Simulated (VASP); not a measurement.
## Ni2Ge: relaxation of cell and atoms with PBEsol

The system is Ni2Ge.

```
CELL_PARAMETERS angstrom
3.82959 0.00000 0.00000
-1.91479 3.31652 0.00000
0.00000 0.00000 4.79957
ATOMIC_POSITIONS crystal
Ni 0.66667 0.33333 0.25000
Ni 0.33333 0.66667 0.75000
Ni 0.00000 0.00000 0.00000
Ni 0.00000 0.00000 0.50000
Ge 0.66667 0.33333 0.75000
Ge 0.33333 0.66667 0.25000
```

```yaml
Program: VASP 6.6.1
Task: relaxation of cell and atoms
Functional: PBEsol
Potentials_or_basis: VASP PAW PBE potentials, release 64 (Ni, Ge_d)
Cutoff: 600 eV
k_mesh: 12 × 12 × 8
Occupations: gaussian, width 0.1 eV
Spin: no spin polarisation
Target_pressure: 30 GPa
Dipole_correction: no
Further_INCAR_settings: ALGO = Fast; EDIFF = 1e-06; IBRION = 2; EDIFFG = -0.008; NSW = 70; ISIF = 3
```

| Item | Value |
| --- | --- |
| Relaxed volume | 10.20 Å³/atom |
| Relaxed cell | a = 3.841 Å, b = 3.841 Å, c = 4.790 Å, α = 90.00°, β = 90.00°, γ = 120.00° |
| Space group after relaxing (to 0.1 Å) | P6_3/mmc (No. 194) |
| Energy change on relaxing (the run minimises the enthalpy) | -8.2 meV/atom |
| Ionic steps | 5 |
| Pressure after relaxing | 29.9 GPa |
| Band gap on the k mesh | zero (bands 34 and 35 overlap by 3.28 eV) |

The path:
```
step  energy change (eV)  largest force (eV/Å)  pressure (GPa)  volume (Å³)
   1              0.0000                0.0000           31.47        60.96
   2             -0.1508                0.0000           26.72        61.78
   3             -0.0609                0.0000           29.66        61.27
   4             -0.0458                0.0000           30.12        61.19
   5             -0.0490                0.0000           29.92        61.21
```

Final structure:
```
Ni Ge
1.0
     3.84124    0.00000    0.00000
    -1.92062    3.32661    0.00000
     0.00000    0.00000    4.78996
Ni Ge
4 2
Cartesian
  1.9206 1.1089 1.1975
  0.0000 2.2177 3.5925
  0.0000 0.0000 0.0000
  0.0000 0.0000 2.3950
  1.9206 1.1089 3.5925
  0.0000 2.2177 1.1975
```

Levels at points of the mesh, in eV from the Fermi level:
```tsv
k point	band 31	band 32	band 33	band 34	band 35	band 36	band 37	band 38
(0.00, 0.00, 0.00)	-0.71	-0.71	0.21	2.60	2.98	2.98	3.05	3.05
(0.50, 0.00, 0.00)	-1.39	-1.38	-1.18	-0.76	-0.59	1.07	1.96	3.46
(0.00, 0.00, 0.50)	-1.34	-1.34	1.91	1.91	3.58	3.58	3.58	3.58
(0.50, 0.00, 0.50)	-1.42	-1.42	-0.98	-0.98	0.99	0.99	2.98	2.98
```

Run time: 12 min on 1 thread of Intel(R) Xeon(R) Platinum 8488C (Sapphire Rapids) (shared host), peak memory 0.37 GiB.

Caveat: the cell is relaxed towards a set pressure, so the run minimises the enthalpy, not the energy; the PAW data sets were made with another functional, which shifts forces and pressure a little. Spin polarisation is off, so any magnetic state and its effect on volume and gap are missing.
